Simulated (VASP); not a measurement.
Wanted: the native input for a VASP 6.6.1 run.

```
Task                   : relaxation of cell and atoms
Functional             : PBEsol
Potentials or basis    : VASP PAW PBE potentials, release 64 (Sn_d)
Cutoff                 : 600 eV
k mesh                 : 9 × 9 × 6
Occupations            : fermi-dirac, width 0.15 eV
Spin                   : no spin polarisation
Dipole correction      : no
Further INCAR settings : ALGO = Normal; EDIFF = 1e-07; ISYM = 0; IBRION = 2; EDIFFG = -0.05; NSW = 80; ISIF = 3
```

The structure of Sn lies in POSCAR:

```
Sn
1.0
   -2.9196440000      2.9196440000      1.5938000000
    2.9196440000     -2.9196440000      1.5938000000
    2.9196440000      2.9196440000     -1.5938000000
Sn
2
Direct
    0.0000000000      0.0000000000      0.0000000000
    0.7500000000      0.2500000000      0.5000000000
```

One way to write it, as run:

INCAR

```
SYSTEM = Sn
  ALGO = Normal
  EDIFF = 1E-7
  EDIFFG = -0.05
  ENCUT = 600
  GGA = PS
  IBRION = 2
  ISIF = 3
  ISMEAR = -1
  ISYM = 0
  LASPH = .TRUE.
  LCHARG = .FALSE.
  LREAL = .FALSE.
  LWAVE = .FALSE.
  NELM = 100
  NSW = 80
  PREC = Accurate
  SIGMA = 0.15
```

KPOINTS

```
k-points
0
G
  9 9 6
  0 0 0
```

Potentials or basis: VASP PAW PBE potentials, release 64 (Sn_d).

The run is started by

```sh
$ cat potpaw_PBE.64/Sn_d/POTCAR > POTCAR
$ mpirun -np 1 vasp_std > vasp.out
```

It gave:

* Relaxed volume: 26.88 Å³/atom
* Relaxed cell: a = 4.414 Å, b = 4.414 Å, c = 4.405 Å, α = 97.43°, β = 97.43°, γ = 137.84°
* Space group after relaxing (to 0.05 Å): I4_1/amd (No. 141)
* Energy gained by relaxing: 0.3 meV/atom
* Ionic steps: 2
* Pressure after relaxing: 0.2 GPa
* Largest force after relaxing: 0.009 eV/Å
* Band gap on the k mesh: zero (band 14 reaches 9.52 eV, above the bottom of band 15 at 5.07 eV)

Caveat: the PAW data sets were made with another functional, which shifts forces and pressure a little; spin-orbit coupling is left out, which moves the levels of the heavy elements; the relaxation stopped at a loose force limit of 0.05 eV/Å, so its end isn't a converged minimum.

Wall time 4.6 min on 1 thread of Intel(R) Xeon(R) 6975P-C (Granite Rapids), on a shared host, peak memory 0.39 GiB.
